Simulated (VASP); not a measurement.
# In2O3: single point with r2SCAN

The system is In2O3.

```
CELL_PARAMETERS angstrom
2.83644 1.63762 4.99997
-2.83644 1.63762 4.99997
0.00000 -3.27523 4.99997
ATOMIC_POSITIONS crystal
In 0.85597 0.85597 0.85597
In 0.35597 0.35597 0.35597
In 0.14403 0.14403 0.14403
In 0.64403 0.64403 0.64403
O 0.45290 0.04710 0.75000
O 0.04710 0.75000 0.45290
O 0.54710 0.95290 0.25000
O 0.25000 0.54710 0.95290
O 0.95290 0.25000 0.54710
O 0.75000 0.45290 0.04710
```

This cell differs from its parent crystal: strain +3.0%.

| Property | Result |
| --- | --- |
| Program | VASP 6.6.1 |
| Task | single point |
| Functional | r2SCAN |
| Potentials or basis | VASP PAW PBE potentials, release 64 (In_d, O) |
| Cutoff | 520 eV |
| k mesh | 6 × 6 × 6 |
| Occupations | gaussian, width 0.01 eV |
| Spin | no spin polarisation |
| Dipole correction | no |
| Further INCAR settings | ALGO = Normal; EDIFF = 1e-06; NBANDS = 55 |

* Pressure: -12.2 GPa
* Largest force: 0.017 eV/Å
* Band gap on the k mesh: 1.20 eV (least direct gap 1.31 eV)

Forces on the atoms (eV/Å):
```
In   0.000  0.000  0.017
In   0.000  0.000  0.017
In   0.000  0.000 -0.017
In   0.000  0.000 -0.017
O   -0.003  0.000  0.000
O    0.001  0.002  0.000
O    0.003  0.000  0.000
O   -0.001  0.002  0.000
O   -0.001 -0.002  0.000
O    0.001 -0.002  0.000
```

Stress tensor (GPa, compression positive):
```
-13.04   0.00   0.00
  0.00 -13.04   0.00
  0.00   0.00 -10.64
```

Levels at points of the mesh, in eV from the valence-band top:
```tsv
k point	band 42	band 43	band 44	band 45	band 46	band 47
(0.00, 0.00, 0.00)	-0.22	-0.11	-0.11	1.20	5.71	6.11
(0.50, 0.00, 0.00)	-0.69	-0.07	-0.07	4.84	4.84	5.83
(0.50, 0.50, 0.00)	-0.34	-0.10	-0.05	5.01	5.42	6.28
(0.50, 0.50, 0.50)	-0.19	-0.19	-0.19	4.32	4.32	6.95
```

Wall time 25 min on 1 thread of Intel Xeon 8259CL, with other jobs on the host, peak memory 0.47 GiB.

Caveat: the cell differs from its parent crystal (strain +3.0%); the cell stands under tension; the PAW data sets were made with another functional, which shifts forces and pressure a little; spin-orbit coupling is left out, which moves the levels of the heavy elements. A k mesh can miss the band edges.
